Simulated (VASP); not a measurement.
Runs of VASP 6.6.1 on Ti. The structure is that of space group Fm-3m (No. 225), or close to it. The cells are those of the table. 

```tsv
task	cell	k mesh for the DOS	occupations for the DOS	gap on the mesh (eV)	pressure (GPa)
single point	a = 2.672 Å, angles 60.0°, 1 atom	-	-	none	27.7
single point	a = 2.388 Å, angles 60.0°, 1 atom	-	-	none	136.7
single point	a = 2.584 Å, angles 60.0°, 1 atom	-	-	none	51.1
single point	a = 2.170 Å, angles 60.0°, 1 atom	-	-	none	(a)
```

Alike in all rows: level LDA; potentials or basis VASP PAW LDA potentials, release 64 (Ti_sv); no spin polarisation; k mesh 18 × 18 × 18; cutoff (eV) 520; smearing fermi-dirac 0.1 eV.

Task: Fill in the values left out.

Result: (a) 337.9.

A gap of «none» marks levels without a gap at the run's occupations.
